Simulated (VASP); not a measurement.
# TmI4 (Pm-3m) in VASP: relaxation of cell and atoms with PBE

Aim: the relaxation of cell and atoms of TmI4 with PBE.

Program: VASP 6.6.1. These are calculated values, not measurements. Logs are shortened: lines on timing, memory, paths and dates and some standing lists are left out, and cuts for length are marked.

## 1. The cell of the first run

Symmetry: Pm-3m, No. 221, cubic system. The conventional cell has a = 6.257 Å, b = 6.257 Å, c = 6.257 Å, α = 90.00°, β = 90.00°, γ = 90.00°. Within 5.8 Å of Tm (site symmetry m-3m) lie 20 I at 4.42 to 5.42 Å. Within 4.1 Å of I (site symmetry 4/mmm) lie 2 I at 3.13 Å. I (site symmetry m-3m) has 6 I at 3.13 Å within 4.1 Å.

The cell was generated, and may not be a known phase.

## 2. Relaxation of cell and atoms, PBE

INCAR reads:

```
SYSTEM = TmI4
ALGO = Normal
EDIFF = 1E-7
EDIFFG = -0.08
ENCUT = 500
GGA = PE
GGA_COMPAT = .FALSE.
IBRION = 2
ISIF = 3
ISMEAR = 0
LASPH = .TRUE.
LCHARG = .FALSE.
LMAXMIX = 6
LREAL = .FALSE.
LWAVE = .FALSE.
NELM = 200
NELMIN = 4
NSW = 36
PREC = Accurate
SIGMA = 0.2
```

KPOINTS reads:

```
k-points
0
G
  3 3 3
  0 0 0
```

POSCAR reads:

```
TmI4
1.0
    6.2566419500      0.0000000000      0.0000000000
    0.0000000000      6.2566419500      0.0000000000
    0.0000000000      0.0000000000      6.2566419500
Tm I
1 4
Direct
    0.5000000000      0.5000000000      0.5000000000
    0.5000000000      0.0000000000      0.0000000000
    0.0000000000      0.5000000000      0.0000000000
    0.0000000000      0.0000000000      0.5000000000
    0.0000000000      0.0000000000      0.0000000000
```

Potentials or basis: VASP PAW PBE potentials, release 64 (Tm_3, I), 4f in core.

Launch:

```sh
$ cat potpaw_PBE.64/Tm_3/POTCAR potpaw_PBE.64/I/POTCAR > POTCAR
$ mpirun -np 1 vasp_std > vasp.out
```

OUTCAR:

```text
SYSTEM = TmI4
   EDIFF = 1E-7
   EDIFFG = -0.08
   ENCUT = 500
   GGA = PE
   IBRION = 2
   ISIF = 3
   ISMEAR = 0
   LASPH = .TRUE.
   LREAL = .FALSE.
   NELM = 200
   NELMIN = 4
   NSW = 36
   PREC = Accurate

 ion  position               nearest neighbor table
   1  0.500  0.500  0.500-
   2  0.500  0.000  0.000-   5 3.13   5 3.13
   3  0.000  0.500  0.000-   5 3.13   5 3.13
   4  0.000  0.000  0.500-   5 3.13   5 3.13
   5  0.000  0.000  0.000-   2 3.13   3 3.13   4 3.13   4 3.13   3 3.13   2 3.13

  LATTYP: Found a simple cubic cell.
 ALAT       =     6.2566419500

  Lattice vectors:

 A1 = (   6.2566419500,   0.0000000000,   0.0000000000)
 A2 = (   0.0000000000,   6.2566419500,   0.0000000000)
 A3 = (   0.0000000000,   0.0000000000,   6.2566419500)

Analysis of symmetry for initial positions (statically):
=====================================================================
 Subroutine PRICEL returns:
 Original cell was already a primitive cell.

 Routine SETGRP: Setting up the symmetry group for a
 simple cubic supercell.

 Subroutine GETGRP returns: Found 48 space group operations
 (whereof 48 operations were pure point group operations)
 out of a pool of 48 trial point group operations.

The static configuration has the point symmetry O_h .

Analysis of symmetry for dynamics (positions and initial velocities):
=====================================================================
 Subroutine PRICEL returns:
 Original cell was already a primitive cell.

 Routine SETGRP: Setting up the symmetry group for a
 simple cubic supercell.

 Subroutine GETGRP returns: Found 48 space group operations
 (whereof 48 operations were pure point group operations)
 out of a pool of 48 trial point group operations.

The dynamic configuration has the point symmetry O_h .

 Subroutine INISYM returns: Found 48 space group operations
 (whereof 48 operations are pure point group operations),
 and found     1 'primitive' translations

----------------------------------------------------------------------------------------

                                     Primitive cell

  volume of cell :     244.9198

  direct lattice vectors                    reciprocal lattice vectors
     6.256641950  0.000000000  0.000000000     0.159830147  0.000000000  0.000000000
     0.000000000  6.256641950  0.000000000     0.000000000  0.159830147  0.000000000
     0.000000000  0.000000000  6.256641950     0.000000000  0.000000000  0.159830147

  length of vectors
     6.256641950  6.256641950  6.256641950     0.159830147  0.159830147  0.159830147

  position of ions in fractional coordinates (direct lattice)
     0.500000000  0.500000000  0.500000000
     0.500000000  0.000000000  0.000000000
     0.000000000  0.500000000  0.000000000
     0.000000000  0.000000000  0.500000000
     0.000000000  0.000000000  0.000000000

  ion indices of the primitive-cell ions
   primitive index   ion index
                 1           1
                 2           2
                 3           3
                 4           4
                 5           5

----------------------------------------------------------------------------------------

 KPOINTS: k-points

Automatic generation of k-mesh.
 Grid dimensions read from file:
 generate k-points for:    3    3    3

 Generating k-lattice:

  Cartesian coordinates                     Fractional coordinates (reciprocal lattice)
     0.053276716  0.000000000  0.000000000     0.333333333  0.000000000  0.000000000
     0.000000000  0.053276716  0.000000000     0.000000000  0.333333333  0.000000000
     0.000000000  0.000000000  0.053276716     0.000000000  0.000000000  0.333333333

  Length of vectors
     0.053276716  0.053276716  0.053276716

  Shift w.r.t. Gamma in fractional coordinates (k-lattice)
     0.000000000  0.000000000  0.000000000

 Subroutine IBZKPT returns following result:
 ===========================================

 Found      4 irreducible k-points:

 Following reciprocal coordinates:
            Coordinates               Weight
  0.000000  0.000000  0.000000      1.000000
  0.333333  0.000000  0.000000      6.000000
  0.333333  0.333333  0.000000     12.000000
  0.333333  0.333333  0.333333      8.000000
   k-points           NKPTS =      4   k-points in BZ     NKDIM =      4   number of bands    NBANDS=     22
   number of dos      NEDOS =    301   number of ions     NIONS =      5
   total plane-waves  NPLWV = 110592
   dimension x,y,z NGX =    48 NGY =   48 NGZ =   48
   dimension x,y,z NGXF=    96 NGYF=   96 NGZF=   96
   ions per type =               1   4
   NGX,Y,Z   is equivalent  to a cutoff of  12.75, 12.75, 12.75 a.u.
   NGXF,Y,Z  is equivalent  to a cutoff of  25.51, 25.51, 25.51 a.u.
 SYSTEM =  TmI4
   PREC   = accura    normal or accurate (medium, high low for compatibility)
   ISTART =      0    job   : 0-new  1-cont  2-samecut
   ICHARG =      2    charge: 1-file 2-atom 10-const
   ISPIN  =      1    spin polarized calculation?
   LNONCOLLINEAR =      F non collinear calculations
   LSORBIT =      F    spin-orbit coupling
   LASPH  =      T    aspherical Exc in radial PAW
   ENCUT  =  500.0 eV  36.75 Ry    6.06 a.u.  11.41 11.41 11.41*2*pi/ulx,y,z
   NELM   =    200;   NELMIN=  4; NELMDL= -5     # of ELM steps
   EDIFF  = 0.1E-06   stopping-criterion for ELM
   LREAL  =      F    real-space projection
   EDIFFG = -.8E-01   stopping-criterion for IOM
   NSW    =     36    number of steps for IOM
   IBRION =      2    ionic relax: 0-MD 1-quasi-New 2-CG
   NFREE  =      1    steps in history (QN), initial steepest desc. (CG)
   ISIF   =      3    stress and relaxation
   ISYM   =      2    0-nonsym 1-usesym 2-fastsym
   POTIM  = 0.5000    time-step for ionic-motion
   TEBEG  =    0.0;   TEEND  =   0.0 temperature during run
   PSTRESS=    0.0 pullay stress
   NELECT =      37.0000    total number of electrons
   NUPDOWN=      -1.0000    fix difference up-down
   EMIN   =  10.00;   EMAX   =-10.00  energy-range for DOS
   EFERMI =   0.00;   METHOD = LEGACY
   ISMEAR =     0;   SIGMA  =   0.20  broadening in eV -4-tet -1-fermi 0-gaus
   EFERMI_NEDOS =   21; number of points for ismear=-14 and -15
   IALGO  =     38    algorithm
   IMIX   =      4    mixing-type and parameters
     AMIX     =   0.40;   BMIX     =  1.00
     AMIX_MAG =   1.60;   BMIX_MAG =  1.00
  volume/ion in A,a.u.               =      48.98       330.56
  Fermi-wavevector in a.u.,A,eV,Ry     =   0.871902  1.647655 10.343316  0.760212
  Thomas-Fermi vector in A             =   1.991075
   LORBIT       =      0    0 simple, 1 ext, 2 COOP (PROOUT), +10 PAW based schemes
   GGA     = PE    functional components
   LHFCALC =     F    Hartree Fock is set to
   AEXX    =    0.0000 exact exchange contribution
   IVDW    =     0    specifies the selected vdW correction
   LEPSILON=     F    determine dielectric tensor
   LRPA    =     F    only Hartree local field effects (RPA)
 conjugate gradient relaxation of ions
 non-spin polarized calculation
 Gauss-broadening in eV      SIGMA  =   0.20
  energy-cutoff  :      500.00
  volume of cell :      244.92
 maximum number of plane-waves:      6236
 NGX is ok and might be reduce to    48
   NGX = 23   NGY = 23   NGZ = 23

 number of electron      36.9999997 magnetization

 Free energy of the ion-electron system (eV)
  ---------------------------------------------------
  ext. energy  EPLUGINS =         0.00000000
  ---------------------------------------------------
  free energy    TOTEN  =        -8.64603602 eV

  energy without entropy =       -8.53960765  energy(sigma->0) =       -8.59282184

 E-fermi :   2.1434     XC(G=0):  -7.5795

 val. band max:        1.9257324572   @ k =   0.3333   0.3333   0.3333
 cond. band min:       2.1837815354   @ k =   0.3333   0.3333   0.0000
 fundamental gap:      0.2580490782
 Fermi energy:         2.1433900549

 k-point     1 :       0.0000    0.0000    0.0000
  band No.  band energies     occupation
      1     -26.7572      2.00000
      2     -26.7572      2.00000
      3     -26.7572      2.00000
      4     -11.5465      2.00000
      5      -9.8036      2.00000
      6      -9.8036      2.00000
[... 14 lines left out ...]
     21       2.7529      0.00002
     22       2.7529      0.00002

 k-point     2 :       0.3333    0.0000    0.0000
  band No.  band energies     occupation
      1     -26.7573      2.00000
      2     -26.7572      2.00000
      3     -26.7572      2.00000
      4     -11.4078      2.00000
      5      -9.9482      2.00000
      6      -9.8012      2.00000
[... 14 lines left out ...]
     21       2.9319      0.00000
     22       3.0223      0.00000

 k-point     3 :       0.3333    0.3333    0.0000
  band No.  band energies     occupation
      1     -26.7573      2.00000
      2     -26.7573      2.00000
      3     -26.7572      2.00000
      4     -11.2483      2.00000
      5      -9.9599      2.00000
      6      -9.9135      2.00000
[... 14 lines left out ...]
     21       2.9858      0.00000
     22       3.0178      0.00000

 k-point     4 :       0.3333    0.3333    0.3333
  band No.  band energies     occupation
      1     -26.7573      2.00000
      2     -26.7573      2.00000
      3     -26.7573      2.00000
      4     -11.0551      2.00000
      5      -9.9571      2.00000
      6      -9.9571      2.00000
[... 14 lines left out ...]
     21       2.8421      0.00000
     22       2.8421      0.00000

------------------------ aborting loop because EDIFF is reached ----------------------------------------

  FORCE on cell =-STRESS in cart. coord.  units (eV):
  Direction    XX          YY          ZZ          XY          YZ          ZX
  --------------------------------------------------------------------------------------
  -------------------------------------------------------------------------------------
  Total       -0.0859200     -0.0859200     -0.0859200     -0.0000000     -0.0000000      0.0000000
  in kB       -0.5620577     -0.5620577     -0.5620577     -0.0000000     -0.0000000      0.0000000
  external PRESSURE =      -0.5620577 kB  Pullay stress =       0.0000000 kB

 VOLUME and BASIS-vectors are now :
 -----------------------------------------------------------------------------
  energy-cutoff  :      500.00
  volume of cell :      244.92
      direct lattice vectors                 reciprocal lattice vectors
     6.256641950  0.000000000  0.000000000     0.159830147  0.000000000  0.000000000
     0.000000000  6.256641950  0.000000000     0.000000000  0.159830147  0.000000000
     0.000000000  0.000000000  6.256641950     0.000000000  0.000000000  0.159830147

 POSITION                                       TOTAL-FORCE (eV/Angst)
 -----------------------------------------------------------------------------------
      3.12832      3.12832      3.12832         0.000000      0.000000      0.000000
      3.12832      0.00000      0.00000         0.000000      0.000000      0.000000
      0.00000      3.12832      0.00000         0.000000      0.000000      0.000000
      0.00000      0.00000      3.12832         0.000000      0.000000      0.000000
      0.00000      0.00000      0.00000         0.000000      0.000000      0.000000
 -----------------------------------------------------------------------------------
    total drift:                                0.000000     -0.000000      0.000000

  FREE ENERGIE OF THE ION-ELECTRON SYSTEM (eV)
  ---------------------------------------------------
  free  energy   TOTEN  =        -8.6460360230 eV

  energy  without entropy=       -8.5396076486  energy(sigma->0) =       -8.59282184

 reached required accuracy - stopping structural energy minimisation
```

It took 29 s on 1 thread of Intel Xeon 6975P-C (Granite Rapids), shared host; peak memory 0.31 GiB.

What came out:

```
Free energy             : -8.6460 eV
Pressure after relaxing : -0.1 GPa
Band gap on the k mesh  : zero (an odd number of electrons rules out a gap without spin polarisation)
```

Final structure:
```
Tm I
1.0
     6.25664    0.00000    0.00000
     0.00000    6.25664    0.00000
     0.00000    0.00000    6.25664
Tm I
1 4
Direct
  0.50000 0.50000 0.50000
  0.50000 0.00000 0.00000
  0.00000 0.50000 0.00000
  0.00000 0.00000 0.50000
  0.00000 0.00000 0.00000
```

Levels at points of the mesh, in eV from the Fermi level:
```csv
k point,band 14,band 15,band 16,band 17,band 18,band 19,band 20,band 21
"(0.00, 0.00, 0.00)",-1.72,-1.72,-1.72,-1.13,0.49,0.49,0.61,0.61
```

Caveat: the relaxation stopped at its first step, so nothing moved; spin-orbit coupling is left out, which moves the levels of the heavy elements; the 4f electrons are frozen in the core, so they carry no moment and show no levels; an odd number of electrons without spin polarisation forces a metal; a magnetic or distorted state may lie lower; the run has no spin polarisation, though such a crystal can be magnetic. Spin polarisation is off, so any magnetic state and its effect on volume and gap are missing.

The gap in the log of VASP goes by the Fermi energy; the results here count the filled bands.